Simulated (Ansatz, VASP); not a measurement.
## Na: VASP beside Ansatz

```
CELL_PARAMETERS angstrom
3.75397 0.00000 0.00000
-1.87699 3.25104 0.00000
0.00000 0.00000 24.29194
ATOMIC_POSITIONS crystal
Na 0.33333 0.66667 0.75000
Na 0.66667 0.33333 0.87499
Na 0.00000 0.00000 0.00000
Na 0.33333 0.66667 0.12501
Na 0.66667 0.33333 0.25000
Na 0.33333 0.66667 0.37499
Na 0.00000 0.00000 0.50000
Na 0.66667 0.33333 0.62501
```

Alike in both runs: functional PBE; k mesh 12 × 12 × 2; occupations gaussian, width 0.1 eV; no spin polarisation.

Ansatz relaxed the structure, and its values are those at the end. VASP's run is a single point on that final structure, the one shown.

|  | VASP | Ansatz |
| --- | --- | --- |
| version | VASP 6.6.1 | Ansatz 0.2.0 |
| potentials or method | VASP PAW PBE potentials, release 64 (Na_pv), cutoff 520 eV | scalar-relativistic, plane waves, PAW |
| valence electrons in the cell | 56 | 72 |

|  | VASP | Ansatz | Ansatz less VASP |
| --- | --- | --- | --- |
| gap on the k mesh at the Fermi level (eV) | none | none | - |
| pressure (GPa) | 0.0 | 0.0 | 0.00 |

A gap of «none» marks a metal or a gap that the smearing closes. VASP's potentials hold 56 valence electrons a cell and Ansatz's 72, so a difference there can come from the potentials and not from the codes.
